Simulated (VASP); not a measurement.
A run of VASP 6.6.1:

Contents of INCAR:

```
SYSTEM = B2Ru3
PREC = Accurate ; ENCUT = 600
EDIFF = 1E-6 ; ISMEAR = 0
SIGMA = 0.1 ; LREAL = .False.
LASPH = .True. ; NELM = 80
ALGO = Fast ; ISIF = 3
LWAVE = .False. ; LCHARG = .False.
GGA = PE ; IBRION = 2
NSW = 90 ; EDIFFG = -0.04
```

KPOINTS

```
regular mesh
0
Gamma
  4 4 6
  0 0 0
```

POSCAR

```
B2Ru3
1.0
    4.6738036439      0.0000000000      0.0000000000
    0.0000000000      4.6738036439      0.0000000000
    0.0000000000      0.0000000000      3.0508249029
B Ru
2 3
Direct
    0.5000000000      0.5000000000      0.2497907693
    0.5000000000      0.5000000000      0.7502092307
    0.0000000000      0.0000000000      0.0000000000
    0.0000000000      0.5000000000      0.0000000000
    0.5000000000      0.0000000000      0.0000000000
```

Potentials or basis: VASP PAW PBE potentials, release 64 (B, Ru_pv).

Launch:

```sh
$ cat potpaw_PBE.64/B/POTCAR potpaw_PBE.64/Ru_pv/POTCAR > POTCAR
$ mpirun -np 1 vasp_std > vasp.out
```

Hardware: 1 thread of AMD EPYC 7R43 64-Core Processor (Zen 3), with other jobs on the host.

**Question.** Estimate the wall time of this run.

**Answer.** It took 4.1 min on 1 thread of AMD EPYC 7R43 64-Core Processor (Zen 3), on a shared host, peak memory 0.18 GiB. Counts: scf iterations 68, k points 24, ion steps 5.
